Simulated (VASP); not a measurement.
A run of VASP 6.6.1 is set up as follows.

File POSCAR:

```
W
1.0
    4.7117391293      0.0000000000      0.0000000000
   -2.3558695647      4.0804857820      0.0000000000
    0.0000000000      0.0000000000      2.8885009445
W
3
Direct
    0.0000000000      0.0000000000      0.0000000000
    0.3333333333      0.6666666667      0.5000000000
    0.6666666667      0.3333333333      0.5000000000
```

The input INCAR.step1:

```
SYSTEM = W
PREC = Accurate
ENCUT = 520
ISMEAR = 0
SIGMA = 0.1
LREAL = .False.
LASPH = .True.
NELM = 80
NBANDS = 28
GGA = PE
ALGO = Normal
EDIFF = 1E-4
LWAVE = .True.
LCHARG = .False.
```

File INCAR.step2:

```
SYSTEM = W
PREC = Accurate
ENCUT = 520
EDIFF = 1E-6
ISMEAR = 0
SIGMA = 0.1
LREAL = .False.
LASPH = .True.
NELM = 80
ALGO = Normal
ISIF = 2
LWAVE = .False.
LCHARG = .True.
METAGGA = R2SCAN
LMIXTAU = .True.
LELF = .True.
LVHAR = .True.
NBANDS = 28
ISTART = 1
```

File KPOINTS:

```
Automatic mesh
0
Gamma
  6 6 6
  0 0 0
```

Potentials or basis: VASP PAW PBE potentials, release 64 (W_sv).

Launch:

```console
$ cat potpaw_PBE.64/W_sv/POTCAR > POTCAR
$ cp INCAR.step1 INCAR
$ mpirun -np 1 vasp_std > vasp.out
$ cp INCAR.step2 INCAR
$ mpirun -np 1 vasp_std > vasp.out
```

(1) Predict the band gap on the k mesh.

(2) Estimate the pressure.

Results:

(1) zero (band 21 reaches 9.14 eV, above the bottom of band 22 at 8.61 eV).

(2) -27.2 GPa.

Caveat: the k points lie up to 0.36 Å⁻¹ apart; the PAW data sets were made with another functional, which shifts forces and pressure a little; spin-orbit coupling is left out, which moves the levels of the heavy elements.
